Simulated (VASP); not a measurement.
# SnTe in VASP: a series of runs, part 2 of 2

VASP 6.6.1. Earlier steps stand in the parts before.

## Step 4: Electric field gradients, PBEsol (equal xx and yy strain of -2 %)

Input file INCAR:

```
SYSTEM = SnTe
ALGO = Normal
EDIFF = 1E-8
ENCUT = 520
GGA = PS
ISIF = 2
ISMEAR = -1
LASPH = .TRUE.
LCHARG = .FALSE.
LEFG = .TRUE.
LREAL = .FALSE.
LWAVE = .FALSE.
NBANDS = 17
NELM = 60
PREC = Accurate
SIGMA = 0.08
```

Input file KPOINTS:

```
k-points
0
G
  11 11 11
  0 0 0
```

Input file POSCAR:

```
SnTe
1.0
    0.0000000000      3.0933700000      3.1565000000
    3.0933700000      0.0000000000      3.1565000000
    3.0933700000      3.0933700000      0.0000000000
Sn Te
1 1
Direct
    0.0000000000      0.0000000000      0.0000000000
    0.5000000000      0.5000000000      0.5000000000
```

Potentials or basis: VASP PAW PBE potentials, release 64 (Sn_d, Te).

Started as:

```sh
$ cat potpaw_PBE.64/Sn_d/POTCAR potpaw_PBE.64/Te/POTCAR > POTCAR
$ mpirun -np 1 vasp_std > vasp.out
```

OUTCAR:

```text
SYSTEM = SnTe
   EDIFF = 1E-8
   ENCUT = 520
   GGA = PS
   ISIF = 2
   ISMEAR = -1
   LASPH = .TRUE.
   LREAL = .FALSE.
   NELM = 60
   PREC = Accurate

 ion  position               nearest neighbor table
   1  0.000  0.000  0.000-   2 3.09   2 3.09   2 3.09   2 3.09   2 3.16   2 3.16
   2  0.500  0.500  0.500-   1 3.09   1 3.09   1 3.09   1 3.09   1 3.16   1 3.16

  LATTYP: Found a body centered tetragonal cell.
 ALAT       =     4.3746858074
 C/A-ratio  =     1.4430750636

  Lattice vectors:

 A1 = (  -3.0933700000,   0.0000000000,   3.1565000000)
 A2 = (   3.0933700000,   0.0000000000,   3.1565000000)
 A3 = (   0.0000000000,   3.0933700000,  -3.1565000000)

Analysis of symmetry for initial positions (statically):
=====================================================================
 Subroutine PRICEL returns:
 Original cell was already a primitive cell.

 Routine SETGRP: Setting up the symmetry group for a
[... 671 lines left out ...]
      direct lattice vectors                 reciprocal lattice vectors
     0.000000000  3.093370000  3.156500000    -0.161636015  0.161636015  0.158403295
     3.093370000  0.000000000  3.156500000     0.161636015 -0.161636015  0.158403295
     3.093370000  3.093370000  0.000000000     0.161636015  0.161636015 -0.158403295

 POSITION                                       TOTAL-FORCE (eV/Angst)
 -----------------------------------------------------------------------------------
      0.00000      0.00000      0.00000        -0.000000     -0.000000      0.000000
      3.09337      3.09337      3.15650         0.000000      0.000000     -0.000000
 -----------------------------------------------------------------------------------
    total drift:                               -0.000000      0.000000      0.000000

  FREE ENERGIE OF THE ION-ELECTRON SYSTEM (eV)
  ---------------------------------------------------
  free  energy   TOTEN  =        -8.3242384537 eV

  energy  without entropy=       -8.3216507343  energy(sigma->0) =       -8.32294459

 Electric field gradients (V/A^2)
---------------------------------------------------------------------
 ion       V_xx      V_yy      V_zz      V_xy      V_xz      V_yz
---------------------------------------------------------------------
   1     -14.659   -14.659    29.317    -0.002    -0.001    -0.001
   2      -4.187    -4.187     8.375     0.000     0.000     0.000
---------------------------------------------------------------------

 Electric field gradients after diagonalization (V/A^2)
 (convention: |V_zz| > |V_xx| > |V_yy|)
----------------------------------------------------------------------
 ion       V_xx      V_yy      V_zz     asymmetry (V_yy - V_xx)/ V_zz
----------------------------------------------------------------------
   1     -14.660   -14.657    29.317       0.000
   2      -4.188    -4.187     8.375       0.000
----------------------------------------------------------------------

           NMR quadrupolar parameters

 Cq : quadrupolar parameter    Cq=e*Q*V_zz/h
 eta: asymmetry parameters     (V_yy - V_xx)/ V_zz
 Q  : nuclear electric quadrupole moment in mb (millibarn)
----------------------------------------------------------------------
 ion       Cq(MHz)       eta       Q (mb)
----------------------------------------------------------------------
   1       0.071       0.000       1.000
   2       0.020       0.000       1.000
----------------------------------------------------------------------
```

stdout:

```text
POSCAR found type information on POSCAR SnTe
 POSCAR found :  2 types and       2 ions
 scaLAPACK will be used
 -----------------------------------------------------------------------------
|                                                                             |
|                                                                             |
|     You enforced a specific xc type in the INCAR file but a different       |
|     I HOPE YOU KNOW WHAT YOU ARE DOING!                                     |
|                                                                             |
 -----------------------------------------------------------------------------

 LDA part: xc-table for (Slater+PW92), standard interpolation
 POSCAR, INCAR and KPOINTS ok, starting setup
 FFT: planning ... GRIDC
 FFT: planning ... GRID_SOFT
 FFT: planning ... GRID
 WAVECAR not read
 entering main loop
ion   1

ion   2
```

Run time: 1.8 min. Hardware: 1 thread of Intel Xeon Platinum 8259CL at 2.50GHz (Skylake/Cascade Lake), shared host; peak memory 0.3 GiB.

Results:

```yaml
Free_energy: -8.3242 eV
Pressure: 1.5 GPa
Band_gap_on_the_k_mesh: 0.39 eV (least direct gap 0.41 eV)
Largest_electric_field_gradient_by_atom: Sn +29.3; Te +8.4 V/Å²
```

Levels at points of the mesh, in eV from the valence-band top:
| k point | band 7 | band 8 | band 9 | band 10 | band 11 | band 12 | band 13 | band 14 |
| --- | --- | --- | --- | --- | --- | --- | --- | --- |
| (0.00, 0.00, 0.00) | -4.41 | -2.15 | -2.15 | -1.92 | 3.23 | 3.73 | 3.73 | 4.71 |

Electric field gradients, principal values (V/Å²):
| atom | least | middle | greatest (by size) |
| --- | --- | --- | --- |
| 1 Sn | -14.657 | -14.660 | 29.317 |
| 2 Te | -4.187 | -4.188 | 8.375 |

Caveat: the cell differs from its parent crystal (equal xx and yy strain of -2 %); without QUAD_EFG the Cq values of the log hold for a quadrupole moment of 1 mb, not for the nuclei; the PAW data sets were made with another functional, which shifts forces and pressure a little; spin-orbit coupling is left out, which moves the levels of the heavy elements; an odd mesh through Γ misses points on the zone boundary, where band edges can lie.

## Step 5: Electric field gradients, PBEsol (equal xx and yy strain of -1 %)

Input file INCAR:

```
PREC     = Accurate       # precision mode
ENCUT    = 520            # plane-wave cutoff, eV
EDIFF    = 1E-8           # SCF threshold, eV
ISMEAR   = -1             # smearing method
SIGMA    = 0.08           # smearing width, eV
LREAL    = F              # projectors in reciprocal space
LASPH    = T              # aspherical terms in the spheres
NELM     = 60             # most SCF steps
ALGO     = Normal         # electronic algorithm
ISIF     = 2              # what is computed and relaxed
LWAVE    = F              # write WAVECAR
LCHARG   = F              # write CHGCAR
GGA      = PS             # functional
LEFG     = T            
NBANDS   = 17             # bands
```

Input file KPOINTS:

```
regular mesh
0
Gamma
  11 11 11
```

Input file POSCAR:

```
SnTe
1.0
    0.0000000000      3.1249350000      3.1565000000
    3.1249350000      0.0000000000      3.1565000000
    3.1249350000      3.1249350000      0.0000000000
Sn Te
1 1
Direct
    0.0000000000      0.0000000000      0.0000000000
    0.5000000000      0.5000000000      0.5000000000
```

Potentials or basis: VASP PAW PBE potentials, release 64 (Sn_d, Te).

Started as:

```sh
$ cat potpaw_PBE.64/Sn_d/POTCAR potpaw_PBE.64/Te/POTCAR > POTCAR
$ mpirun -np 1 vasp_std > vasp.out
```

OUTCAR:

```text
PREC = Accurate
   ENCUT = 520
   EDIFF = 1E-8
   ISMEAR = -1
   LREAL = F
   LASPH = T
   NELM = 60
   ISIF = 2
   GGA = PS

 ion  position               nearest neighbor table
   1  0.000  0.000  0.000-   2 3.12   2 3.12   2 3.12   2 3.12   2 3.16   2 3.16
   2  0.500  0.500  0.500-   1 3.12   1 3.12   1 3.12   1 3.12   1 3.16   1 3.16

  LATTYP: Found a body centered tetragonal cell.
 ALAT       =     4.4193254585
 C/A-ratio  =     1.4284985479

  Lattice vectors:
[... 693 lines left out ...]

  FREE ENERGIE OF THE ION-ELECTRON SYSTEM (eV)
  ---------------------------------------------------
  free  energy   TOTEN  =        -8.3373848111 eV

  energy  without entropy=       -8.3353545166  energy(sigma->0) =       -8.33636966

 Electric field gradients (V/A^2)
---------------------------------------------------------------------
 ion       V_xx      V_yy      V_zz      V_xy      V_xz      V_yz
---------------------------------------------------------------------
   1      -7.405    -7.405    14.810    -0.002    -0.002    -0.002
   2      -2.016    -2.016     4.031     0.000     0.000     0.000
---------------------------------------------------------------------

 Electric field gradients after diagonalization (V/A^2)
 (convention: |V_zz| > |V_xx| > |V_yy|)
----------------------------------------------------------------------
 ion       V_xx      V_yy      V_zz     asymmetry (V_yy - V_xx)/ V_zz
----------------------------------------------------------------------
   1      -7.407    -7.403    14.810       0.000
   2      -2.016    -2.015     4.031       0.000
----------------------------------------------------------------------

           NMR quadrupolar parameters

 Cq : quadrupolar parameter    Cq=e*Q*V_zz/h
 eta: asymmetry parameters     (V_yy - V_xx)/ V_zz
 Q  : nuclear electric quadrupole moment in mb (millibarn)
----------------------------------------------------------------------
 ion       Cq(MHz)       eta       Q (mb)
----------------------------------------------------------------------
   1       0.036       0.000       1.000
   2       0.010       0.000       1.000
----------------------------------------------------------------------
```

OSZICAR:

```text
N       E                     dE             d eps       ncg     rms          rms(c)
DAV:   1     0.125970900368E+03    0.12597E+03   -0.94970E+03  4345   0.136E+03
DAV:   2     0.312906129445E+01   -0.12284E+03   -0.11943E+03  4626   0.334E+02
DAV:   3    -0.805298052486E+01   -0.11182E+02   -0.11099E+02  5154   0.893E+01
DAV:   4    -0.837790023880E+01   -0.32492E+00   -0.32468E+00  5175   0.157E+01
DAV:   5    -0.839038519232E+01   -0.12485E-01   -0.12484E-01  6180   0.299E+00    0.488E+00
DAV:   6    -0.834006272701E+01    0.50322E-01   -0.10641E-01  5990   0.259E+00    0.307E+00
DAV:   7    -0.833800276008E+01    0.20600E-02   -0.43530E-02  5506   0.126E+00    0.685E-01
DAV:   8    -0.833733619316E+01    0.66657E-03   -0.67964E-03  5553   0.701E-01    0.157E-01
DAV:   9    -0.833740415774E+01   -0.67965E-04   -0.53932E-04  5845   0.208E-01    0.373E-02
DAV:  10    -0.833738554154E+01    0.18616E-04   -0.67405E-05  5741   0.747E-02    0.203E-02
DAV:  11    -0.833738513091E+01    0.41063E-06   -0.27895E-05  5797   0.449E-02    0.242E-02
DAV:  12    -0.833738496576E+01    0.16515E-06   -0.23717E-06  5473   0.134E-02    0.126E-02
DAV:  13    -0.833738480843E+01    0.15733E-06   -0.17287E-07  5381   0.275E-03    0.629E-03
DAV:  14    -0.833738481110E+01   -0.26721E-08   -0.98679E-08  5606   0.399E-03
   1 F= -.83373848E+01 E0= -.83363697E+01  d E =-.203029E-02
```

stdout:

```text
POSCAR found type information on POSCAR SnTe
 POSCAR found :  2 types and       2 ions
 scaLAPACK will be used
 -----------------------------------------------------------------------------
|                                                                             |
|                                                                             |
|     You enforced a specific xc type in the INCAR file but a different       |
|     I HOPE YOU KNOW WHAT YOU ARE DOING!                                     |
|                                                                             |
 -----------------------------------------------------------------------------

 LDA part: xc-table for (Slater+PW92), standard interpolation
 POSCAR, INCAR and KPOINTS ok, starting setup
 FFT: planning ... GRIDC
 FFT: planning ... GRID_SOFT
 FFT: planning ... GRID
 WAVECAR not read
 entering main loop
ion   1

ion   2
```

Run time: 2 min. Hardware: 1 thread of Intel Xeon Platinum 8259CL at 2.50GHz (Skylake/Cascade Lake), shared host; peak memory 0.29 GiB.

Results:

- Free energy: -8.3374 eV
- Pressure: 0.4 GPa
- Band gap on the k mesh: 0.44 eV
- Largest electric field gradient by atom: Sn +14.8; Te +4.0 V/Å²

Electric field gradients, principal values (V/Å²):
```
atom   least  middle  greatest (by size)
1 Sn  -7.403  -7.407              14.810
2 Te  -2.015  -2.016               4.031
```

Caveat: the cell differs from its parent crystal (equal xx and yy strain of -1 %); without QUAD_EFG the Cq values of the log hold for a quadrupole moment of 1 mb, not for the nuclei; the PAW data sets were made with another functional, which shifts forces and pressure a little; spin-orbit coupling is left out, which moves the levels of the heavy elements; an odd mesh through Γ misses points on the zone boundary, where band edges can lie.

## Step 6: Electric field gradients, PBEsol (equal xx and yy strain of +1 %)

Input file INCAR:

```
SYSTEM = SnTe
ALGO = Normal
EDIFF = 1E-8
ENCUT = 520
GGA = PS
ISIF = 2
ISMEAR = -1
LASPH = .TRUE.
LCHARG = .FALSE.
LEFG = .TRUE.
LREAL = .FALSE.
LWAVE = .FALSE.
NBANDS = 17
NELM = 60
PREC = Accurate
SIGMA = 0.08
```

Input file KPOINTS:

```
k-points
0
G
  11 11 11
  0 0 0
```

Input file POSCAR:

```
SnTe
1.0
    0.0000000000      3.1880650000      3.1565000000
    3.1880650000      0.0000000000      3.1565000000
    3.1880650000      3.1880650000      0.0000000000
Sn Te
1 1
Direct
    0.0000000000      0.0000000000      0.0000000000
    0.5000000000      0.5000000000      0.5000000000
```

Potentials or basis: VASP PAW PBE potentials, release 64 (Sn_d, Te).

Started as:

```sh
$ cat potpaw_PBE.64/Sn_d/POTCAR potpaw_PBE.64/Te/POTCAR > POTCAR
$ mpirun -np 1 vasp_std > vasp.out
```

OUTCAR:

```text
SYSTEM = SnTe
   EDIFF = 1E-8
   ENCUT = 520
   GGA = PS
   ISIF = 2
   ISMEAR = -1
   LASPH = .TRUE.
   LREAL = .FALSE.
   NELM = 60
   PREC = Accurate

 ion  position               nearest neighbor table
   1  0.000  0.000  0.000-   2 3.16   2 3.16   2 3.19   2 3.19   2 3.19   2 3.19
   2  0.500  0.500  0.500-   1 3.16   1 3.16   1 3.19   1 3.19   1 3.19   1 3.19

  LATTYP: Found a body centered tetragonal cell.
 ALAT       =     4.5086047607
 C/A-ratio  =     1.4002114479

  Lattice vectors:

 A1 = (   0.0000000000,  -3.1880650000,  -3.1565000000)
 A2 = (   0.0000000000,   3.1880650000,  -3.1565000000)
 A3 = (   3.1880650000,   0.0000000000,   3.1565000000)

Analysis of symmetry for initial positions (statically):
=====================================================================
 Subroutine PRICEL returns:
 Original cell was already a primitive cell.

 Routine SETGRP: Setting up the symmetry group for a
[... 669 lines left out ...]
  energy-cutoff  :      520.00
  volume of cell :       64.16
      direct lattice vectors                 reciprocal lattice vectors
     0.000000000  3.188065000  3.156500000    -0.156834945  0.156834945  0.158403295
     3.188065000  0.000000000  3.156500000     0.156834945 -0.156834945  0.158403295
     3.188065000  3.188065000  0.000000000     0.156834945  0.156834945 -0.158403295

 POSITION                                       TOTAL-FORCE (eV/Angst)
 -----------------------------------------------------------------------------------
      0.00000      0.00000      0.00000         0.000000     -0.000000      0.000000
      3.18806      3.18806      3.15650        -0.000000      0.000000     -0.000000
 -----------------------------------------------------------------------------------
    total drift:                               -0.000000      0.000000      0.000000

  FREE ENERGIE OF THE ION-ELECTRON SYSTEM (eV)
  ---------------------------------------------------
  free  energy   TOTEN  =        -8.3299762106 eV

  energy  without entropy=       -8.3283831127  energy(sigma->0) =       -8.32917966

 Electric field gradients (V/A^2)
---------------------------------------------------------------------
 ion       V_xx      V_yy      V_zz      V_xy      V_xz      V_yz
---------------------------------------------------------------------
   1       7.397     7.397   -14.794    -0.002    -0.002    -0.002
   2       1.787     1.787    -3.575    -0.000    -0.000    -0.000
---------------------------------------------------------------------

 Electric field gradients after diagonalization (V/A^2)
 (convention: |V_zz| > |V_xx| > |V_yy|)
----------------------------------------------------------------------
 ion       V_xx      V_yy      V_zz     asymmetry (V_yy - V_xx)/ V_zz
----------------------------------------------------------------------
   1       7.399     7.396   -14.794       0.000
   2       1.787     1.787    -3.575       0.000
----------------------------------------------------------------------

           NMR quadrupolar parameters

 Cq : quadrupolar parameter    Cq=e*Q*V_zz/h
 eta: asymmetry parameters     (V_yy - V_xx)/ V_zz
 Q  : nuclear electric quadrupole moment in mb (millibarn)
----------------------------------------------------------------------
 ion       Cq(MHz)       eta       Q (mb)
----------------------------------------------------------------------
   1      -0.036       0.000       1.000
   2      -0.009       0.000       1.000
----------------------------------------------------------------------
```

It took 2.1 min on 1 thread of Intel Xeon Platinum 8259CL at 2.50GHz (Skylake/Cascade Lake), shared host; peak memory 0.3 GiB.

What came out:

- Free energy: -8.3300 eV
- Pressure: -1.4 GPa
- Band gap on the k mesh: 0.41 eV
- Largest electric field gradient by atom: Sn -14.8; Te -3.6 V/Å²

Stress tensor (GPa, compression positive):
```
-1.77  0.00  0.00
 0.00 -1.77  0.00
 0.00  0.00 -0.57
```

Electric field gradients, principal values (V/Å²):
```
atom  least  middle  greatest (by size)
1 Sn  7.396   7.399             -14.794
2 Te  1.787   1.787              -3.575
```

Caveat: the cell differs from its parent crystal (equal xx and yy strain of +1 %); without QUAD_EFG the Cq values of the log hold for a quadrupole moment of 1 mb, not for the nuclei; the PAW data sets were made with another functional, which shifts forces and pressure a little; spin-orbit coupling is left out, which moves the levels of the heavy elements; an odd mesh through Γ misses points on the zone boundary, where band edges can lie.

## Step 7: The runs side by side

```csv
cell,gap on the mesh (eV),pressure (GPa)
"a = 4.420 Å, angles 61.3°, 2 atoms",0.22,-0.5
"a = 4.442 Å, angles 60.7°, 2 atoms",0.32,-0.5
"a = 4.420, b = 4.420, c = 4.375 Å, angles 60.3, 60.3, 59.3°, 2 atoms",0.39,1.5
"a = 4.442, b = 4.442, c = 4.419 Å, angles 60.2, 60.2, 59.7°, 2 atoms",0.44,0.4
"a = 4.486, b = 4.486, c = 4.509 Å, angles 59.8, 59.8, 60.3°, 2 atoms",0.41,-1.4
```

Alike in all rows: task electric field gradients; level PBEsol; potentials or basis VASP PAW PBE potentials, release 64 (Sn_d, Te); no spin polarisation; k mesh 11 × 11 × 11; cutoff (eV) 520; smearing fermi-dirac 0.08 eV.

Caveats: the PAW data sets were made with another functional, which shifts forces and pressure a little; spin-orbit coupling is left out, which moves the levels of the heavy elements; an odd mesh through Γ misses points on the zone boundary, where band edges can lie.

Total energies depend on the potentials used, so only differences within one code and one set of settings carry meaning.
